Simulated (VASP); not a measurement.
# W2C (P-3m1) in VASP: single point with PBEsol

Aim: the single point of W2C with PBEsol.

Program: VASP 6.6.1. These are calculated values, not measurements. Logs are shortened: lines on timing, memory, paths and dates and some standing lists are left out, and cuts for length are marked.

### 1 The cell of the first run

Symmetry: P-3m1, No. 164, trigonal system. The conventional cell has a = 3.030 Å, b = 3.030 Å, c = 4.655 Å, α = 90.00°, β = 90.00°, γ = 120.00°. W (site symmetry 3m) has 3 C at 2.11 Å and 12 W at 2.88 to 3.03 Å within 3.1 Å. C (site symmetry -3m) has 6 W at 2.11 Å within 2.8 Å.

### 2 Single point, PBEsol

File INCAR:

```
PREC = Accurate ; ENCUT = 1300
EDIFF = 1E-6 ; ISMEAR = -1
SIGMA = 0.1 ; LREAL = False
LASPH = True ; NELM = 120
ALGO = Normal ; ISIF = 2
LWAVE = False ; LCHARG = False
GGA = PS ; NBANDS = 23
GGA_COMPAT = False
```

File KPOINTS:

```
Automatic mesh
0
Gamma
  10 10 6
```

File POSCAR:

```
W2C
1.0
    3.0302337308      0.0000000000      0.0000000000
   -1.5151168654      2.6242593903      0.0000000000
    0.0000000000      0.0000000000      4.6551221247
W C
2 1
Direct
    0.3333333333      0.6666666667      0.7454044543
    0.6666666667      0.3333333333      0.2545955457
    0.0000000000      0.0000000000      0.0000000000
```

Potentials or basis: VASP PAW PBE potentials, release 64 (W_sv, C_h).

Run with:

```sh
$ cat potpaw_PBE.64/W_sv/POTCAR potpaw_PBE.64/C_h/POTCAR > POTCAR
$ mpirun -np 1 vasp_std > vasp.out
```

OUTCAR:

```text
PREC = Accurate
   ENCUT = 1300
   EDIFF = 1E-6
   ISMEAR = -1
   LREAL = False
   LASPH = True
   NELM = 120
   ISIF = 2
   GGA = PS

 ion  position               nearest neighbor table
   1  0.333  0.667  0.745-   3 2.11   3 2.11   3 2.11   2 2.88   2 2.88   2 2.88   2 2.95   2 2.95
                             2 2.95
   2  0.667  0.333  0.255-   3 2.11   3 2.11   3 2.11   1 2.88   1 2.88   1 2.88   1 2.95   1 2.95
                             1 2.95
   3  0.000  0.000  0.000-   1 2.11   2 2.11   2 2.11   1 2.11   2 2.11   1 2.11

  LATTYP: Found a hexagonal cell.
 ALAT       =     3.0302337308
 C/A-ratio  =     1.5362254328

  Lattice vectors:

 A1 = (   3.0302337308,   0.0000000000,   0.0000000000)
 A2 = (  -1.5151168654,   2.6242593903,   0.0000000000)
 A3 = (   0.0000000000,   0.0000000000,   4.6551221247)

Analysis of symmetry for initial positions (statically):
=====================================================================
 Subroutine PRICEL returns:
 Original cell was already a primitive cell.

 Routine SETGRP: Setting up the symmetry group for a
 hexagonal supercell.

 Subroutine GETGRP returns: Found 12 space group operations
 (whereof 12 operations were pure point group operations)
 out of a pool of 24 trial point group operations.

The static configuration has the point symmetry D_3d.

Analysis of symmetry for dynamics (positions and initial velocities):
=====================================================================
 Subroutine PRICEL returns:
 Original cell was already a primitive cell.

 Routine SETGRP: Setting up the symmetry group for a
 hexagonal supercell.

 Subroutine GETGRP returns: Found 12 space group operations
 (whereof 12 operations were pure point group operations)
 out of a pool of 24 trial point group operations.

The dynamic configuration has the point symmetry D_3d.

 Subroutine INISYM returns: Found 12 space group operations
 (whereof 12 operations are pure point group operations),
 and found     1 'primitive' translations

----------------------------------------------------------------------------------------

                                     Primitive cell

  volume of cell :      37.0181

  direct lattice vectors                    reciprocal lattice vectors
     3.030233731  0.000000000  0.000000000     0.330007547  0.190529946  0.000000000
    -1.515116865  2.624259390  0.000000000     0.000000000  0.381059892  0.000000000
     0.000000000  0.000000000  4.655122125     0.000000000  0.000000000  0.214817135

  length of vectors
     3.030233731  3.030233731  4.655122125     0.381059892  0.381059892  0.214817135

  position of ions in fractional coordinates (direct lattice)
     0.333333333  0.666666667  0.745404454
     0.666666667  0.333333333  0.254595546
     0.000000000  0.000000000  0.000000000

  ion indices of the primitive-cell ions
   primitive index   ion index
                 1           1
                 2           2
                 3           3

----------------------------------------------------------------------------------------

 KPOINTS: Automatic mesh

Automatic generation of k-mesh.
 Grid dimensions read from file:
 generate k-points for:   10   10    6

 Generating k-lattice:

  Cartesian coordinates                     Fractional coordinates (reciprocal lattice)
     0.033000755  0.019052995  0.000000000     0.100000000  0.000000000  0.000000000
     0.000000000  0.038105989  0.000000000     0.000000000  0.100000000  0.000000000
     0.000000000  0.000000000  0.035802856     0.000000000  0.000000000  0.166666667

  Length of vectors
     0.038105989  0.038105989  0.035802856

  Shift w.r.t. Gamma in fractional coordinates (k-lattice)
     0.000000000  0.000000000  0.000000000

 Subroutine IBZKPT returns following result:
 ===========================================

 Found     72 irreducible k-points:

 Following reciprocal coordinates:
            Coordinates               Weight
  0.000000  0.000000  0.000000      1.000000
  0.100000 -0.000000  0.000000      6.000000
  0.200000 -0.000000  0.000000      6.000000
  0.300000  0.000000  0.000000      6.000000
  0.400000  0.000000  0.000000      6.000000
  0.500000  0.000000  0.000000      3.000000
[... 16 lines left out ...]
  0.000000  0.400000  0.166667      6.000000
  0.500000  0.000000  0.166667      6.000000
 [... further k-points ...]
   k-points           NKPTS =     72   k-points in BZ     NKDIM =     72   number of bands    NBANDS=     23
   number of dos      NEDOS =    301   number of ions     NIONS =      3
   total plane-waves  NPLWV =  72576
   dimension x,y,z NGX =    36 NGY =   36 NGZ =   56
   dimension x,y,z NGXF=    72 NGYF=   72 NGZF=  112
   ions per type =               2   1
   NGX,Y,Z   is equivalent  to a cutoff of  19.75, 19.75, 20.00 a.u.
   NGXF,Y,Z  is equivalent  to a cutoff of  39.50, 39.50, 40.00 a.u.
 SYSTEM =  unknown system
   PREC   = accura    normal or accurate (medium, high low for compatibility)
   ISTART =      0    job   : 0-new  1-cont  2-samecut
   ICHARG =      2    charge: 1-file 2-atom 10-const
   ISPIN  =      1    spin polarized calculation?
   LNONCOLLINEAR =      F non collinear calculations
   LSORBIT =      F    spin-orbit coupling
   LASPH  =      T    aspherical Exc in radial PAW
   ENCUT  = 1300.0 eV  95.55 Ry    9.77 a.u.   8.91  8.91 13.69*2*pi/ulx,y,z
   NELM   =    120;   NELMIN=  2; NELMDL= -5     # of ELM steps
   EDIFF  = 0.1E-05   stopping-criterion for ELM
   LREAL  =      F    real-space projection
   EDIFFG = 0.1E-04   stopping-criterion for IOM
   NSW    =      0    number of steps for IOM
   IBRION =     -1    ionic relax: 0-MD 1-quasi-New 2-CG
   NFREE  =      0    steps in history (QN), initial steepest desc. (CG)
   ISIF   =      2    stress and relaxation
   ISYM   =      2    0-nonsym 1-usesym 2-fastsym
   POTIM  = 0.5000    time-step for ionic-motion
   TEBEG  =    0.0;   TEEND  =   0.0 temperature during run
   PSTRESS=    0.0 pullay stress
   NELECT =      32.0000    total number of electrons
   NUPDOWN=      -1.0000    fix difference up-down
   EMIN   =  10.00;   EMAX   =-10.00  energy-range for DOS
   EFERMI =   0.00;   METHOD = LEGACY
   ISMEAR =    -1;   SIGMA  =   0.10  broadening in eV -4-tet -1-fermi 0-gaus
   EFERMI_NEDOS =   21; number of points for ismear=-14 and -15
   IALGO  =     38    algorithm
   IMIX   =      4    mixing-type and parameters
     AMIX     =   0.40;   BMIX     =  1.00
     AMIX_MAG =   1.60;   BMIX_MAG =  1.00
  volume/ion in A,a.u.               =      12.34        83.27
  Fermi-wavevector in a.u.,A,eV,Ry     =   1.559505  2.947038 33.090138  2.432057
  Thomas-Fermi vector in A             =   2.662854
   LORBIT       =      0    0 simple, 1 ext, 2 COOP (PROOUT), +10 PAW based schemes
   GGA     = PS    functional components
   LHFCALC =     F    Hartree Fock is set to
   AEXX    =    0.0000 exact exchange contribution
   IVDW    =     0    specifies the selected vdW correction
   LEPSILON=     F    determine dielectric tensor
   LRPA    =     F    only Hartree local field effects (RPA)
 non-spin polarized calculation
  energy-cutoff  :     1300.00
  volume of cell :       37.02
 maximum number of plane-waves:      3961
   NGX = 17   NGY = 17   NGZ = 27

 number of electron      32.0000000 magnetization

 Free energy of the ion-electron system (eV)
  ---------------------------------------------------
  ext. energy  EPLUGINS =         0.00000000
  ---------------------------------------------------
  free energy    TOTEN  =       -37.30053109 eV

  energy without entropy =      -37.24646498  energy(sigma->0) =      -37.27349803

 E-fermi :  11.9675     XC(G=0): -13.7736

 val. band max:       11.9666843420   @ k =   0.3000   0.0000   0.3333
 cond. band min:      11.9699746875   @ k =   0.0000   0.3000   0.3333
 fundamental gap:      0.0032903455
 Fermi energy:        11.9675169363

 k-point     1 :       0.0000    0.0000    0.0000
  band No.  band energies     occupation
      1     -62.7312      2.00000
      2     -62.6459      2.00000
      3     -27.4730      2.00000
      4     -26.7880      2.00000
      5     -26.7880      2.00000
      6     -26.6440      2.00000
[... 15 lines left out ...]
     22      18.9492      0.00000
     23      19.6593      0.00000

 k-point     2 :       0.1000   -0.0000    0.0000
  band No.  band energies     occupation
      1     -62.7261      2.00000
      2     -62.6445      2.00000
      3     -27.4448      2.00000
      4     -26.8428      2.00000
      5     -26.8087      2.00000
      6     -26.6978      2.00000
[... 15 lines left out ...]
     22      18.8610      0.00000
     23      19.4995      0.00000

 k-point     3 :       0.2000   -0.0000    0.0000
  band No.  band energies     occupation
      1     -62.7124      2.00000
      2     -62.6414      2.00000
      3     -27.3657      2.00000
      4     -26.9852      2.00000
      5     -26.8593      2.00000
      6     -26.8347      2.00000
[... 15 lines left out ...]
     22      18.2500      0.00000
     23      18.9829      0.00000

 k-point     4 :       0.3000    0.0000    0.0000
  band No.  band energies     occupation
      1     -62.6941      2.00000
      2     -62.6389      2.00000
      3     -27.2531      2.00000
      4     -27.1584      2.00000
      5     -26.9964      2.00000
      6     -26.9175      2.00000
[... 15 lines left out ...]
     22      18.0102      0.00000
     23      18.0351      0.00000

 k-point     5 :       0.4000    0.0000    0.0000
  band No.  band energies     occupation
      1     -62.6770      2.00000
      2     -62.6392      2.00000
      3     -27.3026      2.00000
      4     -27.1289      2.00000
      5     -27.1221      2.00000
      6     -26.9622      2.00000
[... 434 lines left out ...]
 k-point    22 :       0.4000    0.0000    0.1667
  band No.  band energies     occupation
      1     -62.6744      2.00000
      2     -62.6417      2.00000
      3     -27.3672      2.00000
      4     -27.1719      2.00000
      5     -27.0183      2.00000
      6     -26.9435      2.00000
[... 15 lines left out ...]
     22      18.1850      0.00000
     23      19.7086      0.00000

 k-point    23 :       0.0000    0.4000    0.1667
  band No.  band energies     occupation
      1     -62.6745      2.00000
      2     -62.6417      2.00000
      3     -27.3433      2.00000
      4     -27.1929      2.00000
      5     -27.0339      2.00000
      6     -26.9468      2.00000
[... 15 lines left out ...]
     22      16.9767      0.00000
     23      18.6373      0.00000

 k-point    24 :       0.5000    0.0000    0.1667
  band No.  band energies     occupation
      1     -62.6672      2.00000
      2     -62.6426      2.00000
      3     -27.3969      2.00000
      4     -27.2250      2.00000
      5     -26.9901      2.00000
      6     -26.9612      2.00000
[... 15 lines left out ...]
     22      17.1673      0.00000
     23      19.0514      0.00000

 [... further k-points ...]
[... 5 lines left out ...]
  --------------------------------------------------------------------------------------
  -------------------------------------------------------------------------------------
  Total        0.2136858      0.2136858      0.2076215     -0.0000000     -0.0000000      0.0000000
  in kB        9.2485205      9.2485205      8.9860505     -0.0000000     -0.0000000      0.0000000
  external PRESSURE =       9.1610305 kB  Pullay stress =       0.0000000 kB

 VOLUME and BASIS-vectors are now :
 -----------------------------------------------------------------------------
  energy-cutoff  :     1300.00
  volume of cell :       37.02
      direct lattice vectors                 reciprocal lattice vectors
     3.030233731  0.000000000  0.000000000     0.330007547  0.190529946  0.000000000
    -1.515116865  2.624259390  0.000000000     0.000000000  0.381059892  0.000000000
     0.000000000  0.000000000  4.655122125     0.000000000  0.000000000  0.214817135

 POSITION                                       TOTAL-FORCE (eV/Angst)
 -----------------------------------------------------------------------------------
     -0.00000      1.74951      3.46995        -0.000000      0.000000     -0.058578
      1.51512      0.87475      1.18517         0.000000     -0.000000      0.058578
      0.00000      0.00000      0.00000         0.000000      0.000000      0.000000
 -----------------------------------------------------------------------------------
    total drift:                                0.000000      0.000000      0.000000

  FREE ENERGIE OF THE ION-ELECTRON SYSTEM (eV)
  ---------------------------------------------------
  free  energy   TOTEN  =       -37.3005310873 eV

  energy  without entropy=      -37.2464649768  energy(sigma->0) =      -37.27349803
```

Run time: 2.3 min. Hardware: 1 thread of Intel Xeon Platinum 8259CL at 2.50GHz (Skylake/Cascade Lake), shared host; peak memory 0.4 GiB.

What came out:

```yaml
Free_energy: -37.3005 eV
Pressure: 0.9 GPa
Largest_force: 0.059 eV/Å
Band_gap_on_the_k_mesh: zero (bands 16 and 17 overlap by 2.67 eV)
```

Forces on the atoms (eV/Å):
```
W    0.000  0.000 -0.059
W    0.000  0.000  0.059
C    0.000  0.000  0.000
```

Levels at points of the mesh, in eV from the Fermi level:
| k point | band 12 | band 13 | band 14 | band 15 | band 16 | band 17 | band 18 | band 19 | band 20 | band 21 |
| --- | --- | --- | --- | --- | --- | --- | --- | --- | --- | --- |
| (0.00, 0.00, 0.00) | -5.48 | -3.96 | -1.59 | -1.39 | -1.39 | -1.03 | -1.03 | 0.58 | 0.58 | 1.60 |
| (0.50, 0.00, 0.00) | -5.92 | -5.64 | -3.46 | -1.73 | 1.57 | 2.25 | 2.78 | 3.29 | 3.36 | 3.71 |
| (0.00, 0.00, 0.50) | -5.81 | -3.44 | -2.84 | -2.33 | -2.33 | 1.12 | 1.12 | 1.72 | 1.72 | 3.39 |
| (0.50, 0.00, 0.50) | -5.34 | -4.26 | -2.62 | -2.43 | -0.46 | 0.19 | 2.23 | 2.78 | 3.10 | 3.40 |

Caveat: the PAW data sets were made with another functional, which shifts forces and pressure a little; spin-orbit coupling is left out, which moves the levels of the heavy elements.
